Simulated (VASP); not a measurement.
## Si2Ni: single point with PBEsol

The system is Si2Ni.

```
Si Ni
1.0
     0.00000    2.70145    2.70145
     2.70145    0.00000    2.70145
     2.70145    2.70145    0.00000
Si Ni
2 1
Direct
  0.25000 0.25000 0.25000
  0.75000 0.75000 0.75000
  0.00000 0.00000 0.00000
```

```yaml
Program: VASP 6.6.1
Task: single point
Functional: PBEsol
Potentials_or_basis: VASP PAW PBE potentials, release 64 (Si, Ni)
Cutoff: 520 eV
k_mesh: 14 × 14 × 14
Occupations: gaussian, width 0.1 eV
Spin: no spin polarisation
```

```
Pressure               : -0.9 GPa
Band gap on the k mesh : zero (bands 9 and 10 overlap by 2.13 eV)
```

Levels at points of the mesh, in eV from the Fermi level:
```tsv
k point	band 5	band 6	band 7	band 8	band 9	band 10	band 11	band 12	band 13	band 14
(0.00, 0.00, 0.00)	-3.57	-3.57	-0.30	1.68	1.68	1.68	2.21	2.21	2.21	4.67
(0.50, 0.00, 0.00)	-3.78	-3.39	-3.39	-1.49	-1.49	1.71	1.77	1.77	2.58	9.15
(0.50, 0.50, 0.00)	-4.58	-3.67	-3.67	-3.50	-3.16	-0.45	1.30	7.72	8.29	8.29
```

Wall time 24 s on 1 thread of Intel(R) Xeon(R) 6975P-C (Granite Rapids), with other jobs on the host, peak memory 0.2 GiB.

Caveat: the PAW data sets were made with another functional, which shifts forces and pressure a little. Spin polarisation is off, so any magnetic state and its effect on volume and gap are missing.
